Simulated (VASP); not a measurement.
**BaTiO3: relaxation of cell and atoms with LDA**

The system is BaTiO3.

```xyz
5
Lattice="4.0189 0.0000 0.0000 0.0000 4.0189 0.0000 0.0000 0.0000 4.0189" Properties=species:S:1:pos:R:3 pbc="T T T"
Ba    2.0094    2.0094    2.0094
Ti    0.0000    0.0000    0.0000
O     2.0094    0.0000    0.0000
O     0.0000    2.0094    0.0000
O     0.0000    0.0000    2.0094
```

| Item | Value |
| --- | --- |
| Program | VASP 6.6.1 |
| Task | relaxation of cell and atoms |
| Functional | LDA |
| Potentials or basis | VASP PAW LDA potentials, release 64 (Ba_sv, Ti_sv, O) |
| Cutoff | 600 eV |
| k mesh | 6 × 6 × 6 |
| Occupations | fermi-dirac, width 0.02 eV |
| Spin | no spin polarisation |
| Dipole correction | no |
| Further INCAR settings | ALGO = Normal; EDIFF = 1e-07; IBRION = 2; EDIFFG = -0.005; NSW = 80; ISIF = 3 |

- Relaxed volume: 12.32 Å³/atom
- Relaxed cell: a = 3.950 Å, b = 3.950 Å, c = 3.950 Å, α = 90.00°, β = 90.00°, γ = 90.00°
- Space group after relaxing (to 0.05 Å): Pm-3m (No. 221)
- Energy gained by relaxing: 19.3 meV/atom
- Ionic steps: 6
- Pressure after relaxing: 0.0 GPa
- Band gap on the k mesh: 1.73 eV, indirect (least direct gap 1.83 eV)

Step by step:
```csv
step,energy change (eV),largest force (eV/Å),pressure (GPa),volume (Å³)
1,0.0000,0.0000,-8.97,64.91
2,0.0214,0.0000,12.07,58.32
3,-0.0967,0.0000,-0.11,61.65
4,-0.0967,0.0000,0.09,61.59
5,-0.0967,0.0000,-0.08,61.64
6,-0.0967,0.0000,0.00,61.62
```

Final structure:
```xyz
5
Lattice="3.9497 0.0000 0.0000 0.0000 3.9497 0.0000 0.0000 0.0000 3.9497" Properties=species:S:1:pos:R:3 pbc="T T T"
Ba    1.9748    1.9748    1.9748
Ti    0.0000    0.0000    3.9497
O     1.9748    0.0000    3.9497
O     0.0000    1.9748    3.9497
O     0.0000    0.0000    1.9748
```

Levels at points of the mesh, in eV from the valence-band top:
| k point | band 17 | band 18 | band 19 | band 20 | band 21 | band 22 | band 23 | band 24 |
| --- | --- | --- | --- | --- | --- | --- | --- | --- |
| (0.00, 0.00, 0.00) | -1.18 | -0.10 | -0.10 | -0.10 | 1.73 | 1.73 | 1.73 | 4.22 |
| (0.50, 0.00, 0.00) | -1.91 | -1.91 | -0.72 | -0.72 | 1.91 | 3.66 | 3.66 | 4.23 |
| (0.50, 0.50, 0.00) | -1.71 | -0.84 | -0.84 | -0.10 | 3.67 | 3.67 | 4.09 | 5.14 |
| (0.50, 0.50, 0.50) | -2.39 | 0.00 | 0.00 | 0.00 | 4.39 | 4.39 | 4.39 | 6.84 |

Wall time 3 min on 1 thread of Intel Xeon 6975P-C (shared host), peak memory 0.19 GiB.

Caveat: spin-orbit coupling is left out, which moves the levels of the heavy elements. LDA gaps usually lie below the measured ones, often by a third to a half.
